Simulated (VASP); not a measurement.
# ScB2P3 (P4mm) in VASP: a series of runs

The runs below take ScB2P3 through single point, relaxation of cell and atoms, with PBE.

Everything below comes from runs of VASP 6.6.1. Logs are shortened: lines on timing, memory, paths and dates and some standing lists are left out, and cuts for length are marked.

## Step 1: The cell of the first run

Symmetry: P4mm, No. 99, tetragonal system. Conventional cell: a = 3.353 Å, b = 3.353 Å, c = 6.776 Å, α = 90.00°, β = 90.00°, γ = 90.00°. Within 3.1 Å of Sc (site symmetry 4mm) lie 5 B at 2.38 to 2.48 Å and 8 P at 2.85 to 2.92 Å. Within 2.5 Å of B (site symmetry 4mm) lie 1 P at 1.87 Å and 4 Sc at 2.38 Å. B (site symmetry 4mm) has 1 Sc at 2.48 Å and 8 P at 2.49 to 2.61 Å and 4 B at 3.35 Å within 3.4 Å. Within 3.1 Å of P (site symmetry 2mm) lie 4 P at 2.37 Å and 4 B at 2.61 to 2.72 Å and 2 Sc at 2.85 Å. Within 2.5 Å of P (site symmetry 4mm) lie 5 B at 1.87 to 2.49 Å.

The cell was generated, and may not be a known phase.

## Step 2: Single point, PBE

Contents of INCAR:

```
ALGO     = Normal         # electronic algorithm
EDIFF    = 1E-6           # SCF threshold, eV
ENCUT    = 520            # plane-wave cutoff, eV
GGA      = PE             # functional
ISIF     = 2              # what is computed and relaxed
ISMEAR   = 0              # smearing method
LASPH    = T              # aspherical terms in the spheres
LCHARG   = T              # write CHGCAR
LELF     = T              # ELF
LREAL    = F              # projectors in reciprocal space
LVHAR    = T            
LWAVE    = F              # write WAVECAR
NBANDS   = 25             # bands
NELM     = 100            # most SCF steps
PREC     = Accurate       # precision mode
SIGMA    = 0.1            # smearing width, eV
```

Contents of KPOINTS:

```
k-points
0
Gamma
  6 6 4
```

Contents of POSCAR:

```
ScB2P3
1.0
    3.3525174371      0.0000000000      0.0000000000
    0.0000000000      3.3525174371      0.0000000000
    0.0000000000      0.0000000000      6.7758350686
Sc B P
1 2 3
Direct
    0.0000000000      0.0000000000      0.6522811294
    0.5000000000      0.5000000000      0.6765053198
    0.0000000000      0.0000000000      0.2865990985
    0.5000000000      0.0000000000      0.9918628237
    0.0000000000      0.5000000000      0.9918628237
    0.5000000000      0.5000000000      0.4008878449
```

Potentials or basis: VASP PAW PBE potentials, release 64 (Sc_sv, B, P).

The run is started by

```console
> cat potpaw_PBE.64/Sc_sv/POTCAR potpaw_PBE.64/B/POTCAR potpaw_PBE.64/P/POTCAR > POTCAR
> mpirun -np 1 vasp_std > vasp.out
```

OUTCAR:

```text
EDIFF = 1E-6
   ENCUT = 520
   GGA = PE
   ISIF = 2
   ISMEAR = 0
   LASPH = T
   LREAL = F
   NELM = 100
   PREC = Accurate

 ion  position               nearest neighbor table
   1  0.000  0.000  0.652-   2 2.38   2 2.38   2 2.38   2 2.38   3 2.48   5 2.85   5 2.85   4 2.85
                             4 2.85   6 2.92   6 2.92   6 2.92   6 2.92
   2  0.500  0.500  0.677-   6 1.87   1 2.38   1 2.38   1 2.38   1 2.38
   3  0.000  0.000  0.287-   1 2.48   6 2.49   6 2.49   6 2.49   6 2.49
   4  0.500  0.000  0.992-   5 2.37   5 2.37   5 2.37   5 2.37   1 2.85   1 2.85
   5  0.000  0.500  0.992-   4 2.37   4 2.37   4 2.37   4 2.37   1 2.85   1 2.85
   6  0.500  0.500  0.401-   2 1.87   3 2.49   3 2.49   3 2.49   3 2.49   1 2.92   1 2.92   1 2.92
                             1 2.92

  LATTYP: Found a simple tetragonal cell.
 ALAT       =     3.3525174371
 C/A-ratio  =     2.0211185164

  Lattice vectors:

 A1 = (   3.3525174371,   0.0000000000,   0.0000000000)
 A2 = (   0.0000000000,   3.3525174371,   0.0000000000)
 A3 = (   0.0000000000,   0.0000000000,   6.7758350686)

Analysis of symmetry for initial positions (statically):
=====================================================================
 Subroutine PRICEL returns:
 Original cell was already a primitive cell.

 Routine SETGRP: Setting up the symmetry group for a
 simple tetragonal supercell.

 Subroutine GETGRP returns: Found  8 space group operations
 (whereof  8 operations were pure point group operations)
 out of a pool of 16 trial point group operations.

The static configuration has the point symmetry C_4v.

Analysis of symmetry for dynamics (positions and initial velocities):
=====================================================================
 Subroutine PRICEL returns:
 Original cell was already a primitive cell.

 Routine SETGRP: Setting up the symmetry group for a
 simple tetragonal supercell.

 Subroutine GETGRP returns: Found  8 space group operations
 (whereof  8 operations were pure point group operations)
 out of a pool of 16 trial point group operations.

The dynamic configuration has the point symmetry C_4v.

 Subroutine INISYM returns: Found  8 space group operations
 (whereof  8 operations are pure point group operations),
 and found     1 'primitive' translations

----------------------------------------------------------------------------------------

                                     Primitive cell

  volume of cell :      76.1561

  direct lattice vectors                    reciprocal lattice vectors
     3.352517437  0.000000000  0.000000000     0.298283311  0.000000000  0.000000000
     0.000000000  3.352517437  0.000000000     0.000000000  0.298283311  0.000000000
     0.000000000  0.000000000  6.775835069     0.000000000  0.000000000  0.147583285

  length of vectors
     3.352517437  3.352517437  6.775835069     0.298283311  0.298283311  0.147583285

  position of ions in fractional coordinates (direct lattice)
     0.000000000  0.000000000  0.652281129
     0.500000000  0.500000000  0.676505320
     0.000000000  0.000000000  0.286599098
     0.500000000  0.000000000  0.991862824
     0.000000000  0.500000000  0.991862824
     0.500000000  0.500000000  0.400887845

  ion indices of the primitive-cell ions
   primitive index   ion index
                 1           1
                 2           2
                 3           3
                 4           4
                 5           5
                 6           6

----------------------------------------------------------------------------------------

 KPOINTS: k-points

Automatic generation of k-mesh.
 Grid dimensions read from file:
 generate k-points for:    6    6    4

 Generating k-lattice:

  Cartesian coordinates                     Fractional coordinates (reciprocal lattice)
     0.049713885  0.000000000  0.000000000     0.166666667  0.000000000  0.000000000
     0.000000000  0.049713885  0.000000000     0.000000000  0.166666667  0.000000000
     0.000000000  0.000000000  0.036895821     0.000000000  0.000000000  0.250000000

  Length of vectors
     0.049713885  0.049713885  0.036895821

  Shift w.r.t. Gamma in fractional coordinates (k-lattice)
     0.000000000  0.000000000  0.000000000

 Subroutine IBZKPT returns following result:
 ===========================================

 Found     30 irreducible k-points:

 Following reciprocal coordinates:
            Coordinates               Weight
  0.000000  0.000000  0.000000      1.000000
  0.166667  0.000000  0.000000      4.000000
  0.333333  0.000000  0.000000      4.000000
  0.500000  0.000000  0.000000      2.000000
  0.166667  0.166667  0.000000      4.000000
  0.333333  0.166667  0.000000      8.000000
[... 16 lines left out ...]
  0.333333  0.000000  0.500000      4.000000
  0.500000  0.000000  0.500000      2.000000
 [... further k-points ...]
   k-points           NKPTS =     30   k-points in BZ     NKDIM =     30   number of bands    NBANDS=     25
   number of dos      NEDOS =    301   number of ions     NIONS =      6
   total plane-waves  NPLWV =  39200
   dimension x,y,z NGX =    28 NGY =   28 NGZ =   50
   dimension x,y,z NGXF=    56 NGYF=   56 NGZF=  100
   ions per type =               1   2   3
   NGX,Y,Z   is equivalent  to a cutoff of  13.88, 13.88, 12.27 a.u.
   NGXF,Y,Z  is equivalent  to a cutoff of  27.77, 27.77, 24.54 a.u.
 SYSTEM =  unknown system
   PREC   = accura    normal or accurate (medium, high low for compatibility)
   ISTART =      0    job   : 0-new  1-cont  2-samecut
   ICHARG =      2    charge: 1-file 2-atom 10-const
   ISPIN  =      1    spin polarized calculation?
   LNONCOLLINEAR =      F non collinear calculations
   LSORBIT =      F    spin-orbit coupling
   LASPH  =      T    aspherical Exc in radial PAW
   ENCUT  =  520.0 eV  38.22 Ry    6.18 a.u.   6.23  6.23 12.60*2*pi/ulx,y,z
   NELM   =    100;   NELMIN=  2; NELMDL= -5     # of ELM steps
   EDIFF  = 0.1E-05   stopping-criterion for ELM
   LREAL  =      F    real-space projection
   EDIFFG = 0.1E-04   stopping-criterion for IOM
   NSW    =      0    number of steps for IOM
   IBRION =     -1    ionic relax: 0-MD 1-quasi-New 2-CG
   NFREE  =      0    steps in history (QN), initial steepest desc. (CG)
   ISIF   =      2    stress and relaxation
   ISYM   =      2    0-nonsym 1-usesym 2-fastsym
   POTIM  = 0.5000    time-step for ionic-motion
   TEBEG  =    0.0;   TEEND  =   0.0 temperature during run
   PSTRESS=    0.0 pullay stress
   NELECT =      32.0000    total number of electrons
   NUPDOWN=      -1.0000    fix difference up-down
   EMIN   =  10.00;   EMAX   =-10.00  energy-range for DOS
   EFERMI =   0.00;   METHOD = LEGACY
   ISMEAR =     0;   SIGMA  =   0.10  broadening in eV -4-tet -1-fermi 0-gaus
   EFERMI_NEDOS =   21; number of points for ismear=-14 and -15
   IALGO  =     38    algorithm
   IMIX   =      4    mixing-type and parameters
     AMIX     =   0.40;   BMIX     =  1.00
     AMIX_MAG =   1.60;   BMIX_MAG =  1.00
  volume/ion in A,a.u.               =      12.69        85.65
  Fermi-wavevector in a.u.,A,eV,Ry     =   1.226186  2.317156 20.456812  1.503533
  Thomas-Fermi vector in A             =   2.361197
   LORBIT       =      0    0 simple, 1 ext, 2 COOP (PROOUT), +10 PAW based schemes
   GGA     = PE    functional components
   LHFCALC =     F    Hartree Fock is set to
   AEXX    =    0.0000 exact exchange contribution
   IVDW    =     0    specifies the selected vdW correction
   LEPSILON=     F    determine dielectric tensor
   LRPA    =     F    only Hartree local field effects (RPA)
 non-spin polarized calculation
 Gauss-broadening in eV      SIGMA  =   0.10
  energy-cutoff  :      520.00
  volume of cell :       76.16
 maximum number of plane-waves:      2088
 NGX is ok and might be reduce to    28
   NGX = 13   NGY = 13   NGZ = 25

 number of electron      32.0000001 magnetization

 Free energy of the ion-electron system (eV)
  ---------------------------------------------------
  ext. energy  EPLUGINS =         0.00000000
  ---------------------------------------------------
  free energy    TOTEN  =       -33.29943093 eV

  energy without entropy =      -33.28277880  energy(sigma->0) =      -33.29110486

 E-fermi :   8.0339     XC(G=0): -11.4849

 val. band max:        8.0006670225   @ k =   0.3333   0.1667   0.5000
 cond. band min:       8.0428428160   @ k =   0.5000   0.1667   0.5000
 fundamental gap:      0.0421757935
 Fermi energy:         8.0339314358

 k-point     1 :       0.0000    0.0000    0.0000
  band No.  band energies     occupation
      1     -40.4131      2.00000
      2     -19.2397      2.00000
      3     -19.0173      2.00000
      4     -19.0173      2.00000
      5      -7.7496      2.00000
      6      -4.6832      2.00000
[... 17 lines left out ...]
     24      13.2438      0.00000
     25      13.6155      0.00000

 k-point     2 :       0.1667    0.0000    0.0000
  band No.  band energies     occupation
      1     -40.4087      2.00000
      2     -19.2315      2.00000
      3     -19.0753      2.00000
      4     -19.0099      2.00000
      5      -7.4044      2.00000
      6      -4.4323      2.00000
[... 17 lines left out ...]
     24      12.5481      0.00000
     25      12.9441      0.00000

 k-point     3 :       0.3333    0.0000    0.0000
  band No.  band energies     occupation
      1     -40.4000      2.00000
      2     -19.2150      2.00000
      3     -19.1892      2.00000
      4     -18.9950      2.00000
      5      -6.3795      2.00000
      6      -3.8074      2.00000
[... 552 lines left out ...]
 k-point    23 :       0.3333    0.0000    0.5000
  band No.  band energies     occupation
      1     -40.4000      2.00000
      2     -19.2152      2.00000
      3     -19.1891      2.00000
      4     -18.9950      2.00000
      5      -6.3033      2.00000
      6      -4.0790      2.00000
[... 17 lines left out ...]
     24      11.9432      0.00000
     25      12.9452      0.00000

 k-point    24 :       0.5000    0.0000    0.5000
  band No.  band energies     occupation
      1     -40.3956      2.00000
      2     -19.2450      2.00000
      3     -19.2069      2.00000
      4     -18.9875      2.00000
      5      -4.6578      2.00000
      6      -4.6447      2.00000
[... 17 lines left out ...]
     24      12.4109      0.00000
     25      12.5319      0.00000

 [... further k-points ...]

------------------------ aborting loop because EDIFF is reached ----------------------------------------

  FORCE on cell =-STRESS in cart. coord.  units (eV):
  Direction    XX          YY          ZZ          XY          YZ          ZX
  --------------------------------------------------------------------------------------
  -------------------------------------------------------------------------------------
  Total        0.0800653      0.0800653      0.0294435      0.0000000      0.0000000      0.0000000
  in kB        1.6844194      1.6844194      0.6194349      0.0000000      0.0000000      0.0000000
  external PRESSURE =       1.3294246 kB  Pullay stress =       0.0000000 kB

 VOLUME and BASIS-vectors are now :
 -----------------------------------------------------------------------------
  energy-cutoff  :      520.00
  volume of cell :       76.16
      direct lattice vectors                 reciprocal lattice vectors
     3.352517437  0.000000000  0.000000000     0.298283311  0.000000000  0.000000000
     0.000000000  3.352517437  0.000000000     0.000000000  0.298283311  0.000000000
     0.000000000  0.000000000  6.775835069     0.000000000  0.000000000  0.147583285

 POSITION                                       TOTAL-FORCE (eV/Angst)
 -----------------------------------------------------------------------------------
      0.00000      0.00000      4.41975         0.000000      0.000000      0.002085
      1.67626      1.67626      4.58389         0.000000      0.000000      0.002548
      0.00000      0.00000      1.94195        -0.000000      0.000000     -0.009463
      1.67626      0.00000      6.72070        -0.000000      0.000000      0.005331
      0.00000      1.67626      6.72070        -0.000000      0.000000      0.005331
      1.67626      1.67626      2.71635        -0.000000     -0.000000     -0.005832
 -----------------------------------------------------------------------------------
    total drift:                               -0.000000     -0.000000      0.000123

  FREE ENERGIE OF THE ION-ELECTRON SYSTEM (eV)
  ---------------------------------------------------
  free  energy   TOTEN  =       -33.2994309258 eV

  energy  without entropy=      -33.2827788032  energy(sigma->0) =      -33.29110486
```

Wall time 63 s (1 thread of Oxide Virtual Turin-like, shared host); peak memory 0.18 GiB.

Results:

```
Free energy            : -33.2994 eV
Pressure               : 0.1 GPa
Largest force          : 0.009 eV/Å
Band gap on the k mesh : zero (bands 16 and 17 overlap by 1.59 eV)
```

Forces on the atoms (eV/Å):
```
Sc   0.000  0.000  0.002
B    0.000  0.000  0.003
B    0.000  0.000 -0.009
P    0.000  0.000  0.005
P    0.000  0.000  0.005
P    0.000  0.000 -0.006
```

(Continued in part 2 of 3.)

The gap in the log of VASP goes by the Fermi energy; the results here count the filled bands.